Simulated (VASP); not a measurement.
The system is BeTe6.

```
Be Te
1.0
     3.76666    2.17468    4.51446
    -3.76666    2.17468    4.51446
     0.00000   -4.34936    4.51446
Be Te
1 6
Direct
  0.00000 0.00000 0.00000
  0.80873 0.39198 0.08346
  0.19127 0.60802 0.91654
  0.39198 0.08346 0.80873
  0.08346 0.80873 0.39198
  0.60802 0.91654 0.19127
  0.91654 0.19127 0.60802
```

```yaml
Program: VASP 6.6.1
Task: relaxation of cell and atoms
Functional: PBE
Potentials_or_basis: VASP PAW PBE potentials, release 64 (Be, Te)
Cutoff: 600 eV
k_mesh: 6 × 6 × 6
Occupations: gaussian, width 0.01 eV
Spin: no spin polarisation
```

At the start: pressure 0.6 GPa; volume 31.70 Å³/atom.

Q: How do energy, volume and symmetry change on relaxing?

A: Over 19 steps the energy falls by 10.8 meV/atom and the volume is 31.97 Å³/atom (+0.9 %); space group R-3 (No. 148, to 0.05 Å).

The path:
```csv
step,energy change (eV),largest force (eV/Å),pressure (GPa),volume (Å³)
1,0.0000,0.2451,0.61,221.88
2,-0.0282,0.1352,-0.29,225.79
3,-0.0297,0.1286,-0.56,227.00
4,-0.0505,0.1189,-0.25,225.23
5,-0.0607,0.1180,0.25,222.66
6,-0.0609,0.1180,0.20,222.91
7,-0.0667,0.0850,0.01,223.79
8,-0.0684,0.0738,-0.15,224.57
9,-0.0721,0.0245,0.12,223.53
10,-0.0722,0.0273,0.17,223.34
11,-0.0740,0.0445,-0.06,224.53
12,-0.0740,0.0448,-0.05,224.55
13,-0.0749,0.0323,-0.01,224.35
14,-0.0754,0.0277,0.04,224.12
15,-0.0756,0.0043,-0.09,224.62
16,-0.0757,0.0091,-0.05,224.47
17,-0.0758,0.0112,-0.01,224.06
18,-0.0758,0.0121,-0.01,224.02
19,-0.0759,0.0093,0.01,223.79
```

Final structure:
```xyz
7
Lattice="3.8293 2.2109 4.4056 -3.8293 2.2109 4.4056 0.0000 -4.4217 4.4056" Properties=species:S:1:pos:R:3 pbc="T T T"
Be    0.0000    0.0000    0.0000
Te    1.5556    2.3424    5.6123
Te   -1.5556   -2.3424    7.6046
Te    1.2508   -2.5184    5.6123
Te   -2.8064    0.1760    5.6123
Te   -1.2508    2.5184    7.6046
Te    2.8064   -0.1760    7.6046
```
